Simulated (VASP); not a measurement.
Runs of VASP 6.6.1 on Cd4SeS3. The structure is that of space group P-4m2 (No. 115), or close to it. The cells are those of the table. 

| task | cell | k mesh | cutoff (eV) | smearing | gap on the mesh (eV) | pressure (GPa) | largest force (eV/Å) |
| --- | --- | --- | --- | --- | --- | --- | --- |
| single point | a = 4.322, b = 4.322, c = 12.210 Å, 8 atoms | 6 × 6 × 4 | 520 | gaussian 0.02 eV | (a) | -2.4 | - |
| single point | a = 4.110, b = 4.110, c = 11.593 Å, 8 atoms | 6 × 6 × 4 | 520 | gaussian 0.02 eV | 1.05 | 6.4 | - |
| relaxation of shape and atoms at fixed volume | relaxed from a = 4.110, b = 4.110, c = 11.595 Å, 8 atoms | 6 × 6 × 4 | 600 | gaussian 0.02 eV | 1.05 | 6.4 | 0.01 |
| single point | a = 4.242, b = 4.242, c = 11.961 Å, 8 atoms | 4 × 4 × 2 | 520 | gaussian 0.1 eV | 0.84 | 0.3 | - |
| relaxation of shape and atoms at fixed volume | relaxed from a = 4.154, b = 4.154, c = 11.722 Å, 8 atoms | 6 × 6 × 4 | 600 | gaussian 0.02 eV | 0.98 | 4.0 | 0.01 |
| single point | a = 4.376, b = 4.376, c = 12.362 Å, 8 atoms | 6 × 6 × 4 | 520 | gaussian 0.02 eV | 0.63 | -3.7 | 0.01 |
| single point | a = 4.242, b = 4.242, c = 11.961 Å, 8 atoms | 4 × 4 × 1 | 520 | gaussian 0.1 eV | 0.84 | 0.3 | - |
| single point | a = 4.065, b = 4.065, c = 11.464 Å, 8 atoms | 6 × 6 × 4 | 520 | gaussian 0.02 eV | 1.12 | (b) | 0.01 |

Alike in all rows: level PBE; potentials or basis VASP PAW PBE potentials, release 64 (Cd, Se, S); no spin polarisation.

Question: Estimate the missing entries.

Answer: (a) 0.71; (b) 9.3.

Caveats: some runs use coarse meshes; the cell stands under pressure (at least some runs); the relaxation stopped at its first step, so nothing moved (at least some runs); the cell stands under tension (at least some runs).

A k mesh can miss the band edges, and the runs leave out spin-orbit coupling on Cd, Se.
